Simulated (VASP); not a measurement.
A run of VASP 6.6.1:

The input POSCAR:

```
EuS
1.0
    2.9785018700      2.9785018700      5.9570037400
    2.9785018700     -2.9785018700      0.0000000000
    2.9785018700      2.9785018700      0.0000000000
Eu S
2 2
Direct
    0.5000000000      0.0000000000      0.5000000000
    0.0000000000      0.5000000000      0.5000000000
    0.0000000000      0.0000000000      0.0000000000
    0.5000000000      0.5000000000      0.0000000000
```

The input INCAR.step1:

```
SYSTEM = EuS
  ALGO = Normal
  EDIFF = 1E-5
  ENCUT = 800
  GGA = PE
  GGA_COMPAT = .False.
  ISMEAR = 0
  ISPIN = 2
  KPAR = 4
  LASPH = .True.
  LCHARG = .False.
  LDAU = .True.
  LDAUJ = 0 0
  LDAUL = 3 -1
  LDAUTYPE = 2
  LDAUU = 4 0
  LMAXMIX = 6
  LREAL = .False.
  LWAVE = .True.
  MAGMOM = 7 -7 0 0
  NBANDS = 35
  NELM = 200
  PREC = Accurate
  SIGMA = 0.05
```

INCAR.step2

```
SYSTEM = EuS
  ALGO = Normal
  EDIFF = 1E-6
  ENCUT = 800
  GGA_COMPAT = .False.
  ISIF = 2
  ISMEAR = 0
  ISPIN = 2
  ISTART = 1
  KPAR = 4
  LASPH = .True.
  LCHARG = .True.
  LDAU = .True.
  LDAUJ = 0 0
  LDAUL = 3 -1
  LDAUPRINT = 1
  LDAUTYPE = 2
  LDAUU = 4 0
  LMAXMIX = 6
  LMIXTAU = .True.
  LORBIT = 11
  LREAL = .False.
  LVHAR = .True.
  LWAVE = .False.
  MAGMOM = 7 -7 0 0
  METAGGA = R2SCAN
  NBANDS = 35
  NELM = 200
  PREC = Accurate
  SIGMA = 0.05
```

KPOINTS

```
k-points
0
Gamma
  6 6 6
  0 0 0
```

Potentials or basis: VASP PAW PBE potentials, release 64 (Eu, S).

Run with:

```console
$ cat potpaw_PBE.64/Eu/POTCAR potpaw_PBE.64/S/POTCAR > POTCAR
$ cp INCAR.step1 INCAR
$ mpirun -np 4 vasp_std > vasp.out
$ cp INCAR.step2 INCAR
$ mpirun -np 4 vasp_std > vasp.out
```

Hardware: 4 MPI ranks on Intel(R) Xeon(R) Platinum 8488C (Sapphire Rapids), on a shared host.

Problem. How long does it take, and how much memory?

Solution. It took 11 min on 4 MPI ranks on Intel(R) Xeon(R) Platinum 8488C (Sapphire Rapids) (shared host), peak memory 0.75 GiB a rank. Counts: k points 40.
